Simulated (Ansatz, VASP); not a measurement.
**Pt in VASP and in Ansatz**

Contents of INCAR:

```
SYSTEM = Pt
PREC = Accurate ; ENCUT = 520
EDIFF = 1E-6 ; ISMEAR = 0
SIGMA = 0.15 ; LREAL = .FALSE.
LASPH = .TRUE. ; NELM = 100
ALGO = Normal ; ISIF = 2
LWAVE = .FALSE. ; LCHARG = .FALSE.
GGA = CA ; NBANDS = 11
```

The input KPOINTS:

```
Automatic mesh
0
G
  20 20 20
  0 0 0
```

POSCAR

```
Pt
1.0
   -0.0973383644      1.8980981062      1.8980981062
    1.8980981062     -0.0973383644      1.8980981062
    1.8980981062      1.8980981062     -0.0973383644
Pt
1
Direct
    0.0000000000      0.0000000000      0.0000000000
```

Input for Ansatz:

```yaml
crystal:
  lattice:
    - [-0.0973383644, 1.8980981062, 1.8980981062]
    - [1.8980981062, -0.0973383644, 1.8980981062]
    - [1.8980981062, 1.8980981062, -0.0973383644]
  atoms:
    - { symbol: Pt, position: [0.0, 0.0, 0.0] }
basis:
  ecutwfc: 420
kpoints:
  mp_grid: { grid: [20, 20, 20] }
hamiltonian:
  xc: lda
  pseudopotentials: { kind: paw, azcp: { folder: soft_1 } }
scf:
  occupations: { method: gaussian, width: 0.15 }
output:
  forces: true
  stress: true
  eigenvalues: true
```

Change from the starting cell: equal engineering shear yz, xz and xy -0.0500, equal normal strain along x, y and z +0.0000.

Alike in both runs: task single point; functional LDA; k mesh 20 × 20 × 20; occupations gaussian, width 0.15 eV; no spin polarisation.

```csv
,VASP,Ansatz
version,VASP 6.6.1,Ansatz 0.2.0
potentials or method,"VASP PAW LDA potentials, release 64 (Pt), cutoff 520 eV","scalar-relativistic, plane waves, PAW"
valence electrons in the cell,10,18
```

VASP gave:

| Property | Result |
| --- | --- |
| gap on the k mesh at the Fermi level (eV) | none |
| pressure (GPa) | 3.2 |
| traceless stress, the component that is largest in VASP (GPa) | 4.65 |

Task: Estimate Ansatz's values.

Result: gap on the k mesh at the Fermi level (eV): none; pressure (GPa): 2.5; traceless stress, the component that is largest in VASP (GPa): 4.55.

Ansatz warns that its potentials were made for another functional, while VASP's fit it. LDA's correlation is that of Perdew and Zunger in VASP and of Perdew and Wang (1992) in Ansatz. A gap of «none» marks a metal or a gap that the smearing closes. VASP's potentials hold 10 valence electrons a cell and Ansatz's 18, so a difference there can come from the potentials and not from the codes.

Neither program's run includes spin-orbit coupling.
